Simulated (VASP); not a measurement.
Crystal: BN.

```xyz
64
Lattice="7.2116 0.0000 0.0000 0.0000 7.2116 0.0000 0.0000 0.0000 7.2116" Properties=species:S:1:pos:R:3 pbc="T T T"
B     0.0000    0.0000    0.0000
B     0.0000    0.0000    3.6058
B     0.0000    3.6058    0.0000
B     0.0000    3.6058    3.6058
B     3.6058    0.0000    0.0000
B     3.6058    0.0000    3.6058
B     3.6058    3.6058    0.0000
B     3.6058    3.6058    3.6058
B     1.8029    1.8029    0.0000
B     1.8029    1.8029    3.6058
B     1.8029    5.4087    0.0000
B     1.8029    5.4087    3.6058
B     5.4087    1.8029    0.0000
B     5.4087    1.8029    3.6058
B     5.4087    5.4087    0.0000
B     5.4087    5.4087    3.6058
B     1.8029    0.0000    1.8029
B     1.8029    0.0000    5.4087
B     1.8029    3.6058    1.8029
B     1.8029    3.6058    5.4087
B     5.4087    0.0000    1.8029
B     5.4087    0.0000    5.4087
B     5.4087    3.6058    1.8029
B     5.4087    3.6058    5.4087
B     0.0000    1.8029    1.8029
B     0.0000    1.8029    5.4087
B     0.0000    5.4087    1.8029
B     0.0000    5.4087    5.4087
B     3.6058    1.8029    1.8029
B     3.6058    1.8029    5.4087
B     3.6058    5.4087    1.8029
B     3.6058    5.4087    5.4087
N     0.9014    0.9014    0.9014
N     0.9014    0.9014    4.5072
N     0.9014    4.5072    0.9014
N     0.9014    4.5072    4.5072
N     4.5072    0.9014    0.9014
N     4.5072    0.9014    4.5072
N     4.5072    4.5072    0.9014
N     4.5072    4.5072    4.5072
N     2.7043    2.7043    0.9014
N     2.7043    2.7043    4.5072
N     2.7043    6.3101    0.9014
N     2.7043    6.3101    4.5072
N     6.3101    2.7043    0.9014
N     6.3101    2.7043    4.5072
N     6.3101    6.3101    0.9014
N     6.3101    6.3101    4.5072
N     2.7043    0.9014    2.7043
N     2.7043    0.9014    6.3101
N     2.7043    4.5072    2.7043
N     2.7043    4.5072    6.3101
N     6.3101    0.9014    2.7043
N     6.3101    0.9014    6.3101
N     6.3101    4.5072    2.7043
N     6.3101    4.5072    6.3101
N     0.9014    2.7043    2.7043
N     0.9014    2.7043    6.3101
N     0.9014    6.3101    2.7043
N     0.9014    6.3101    6.3101
N     4.5072    2.7043    2.7043
N     4.5072    2.7043    6.3101
N     4.5072    6.3101    2.7043
N     4.5072    6.3101    6.3101
```

Base run:

| Item | Value |
| --- | --- |
| Program | VASP 6.6.1 |
| Functional | PBEsol |
| Potentials or basis | VASP PAW PBE potentials, release 64 (B, N) |
| Cutoff | 520 eV |
| k mesh | 1 × 1 × 1, shifted |
| Occupations | fermi-dirac, width 0.05 eV |
| Spin | no spin polarisation |

Its results: band gap on the k mesh 5.83 eV; pressure 0.6 GPa.

Q: The run is repeated on the same cell with these changes: functional from PBEsol to r2SCAN. What comes out?

A: Band gap on the k mesh 6.56 eV; pressure 2.4 GPa.

Caveats: the PAW data sets were made with another functional, which shifts forces and pressure a little; a shifted mesh leaves out Γ, where band edges can lie.

A k mesh can miss the band edges.
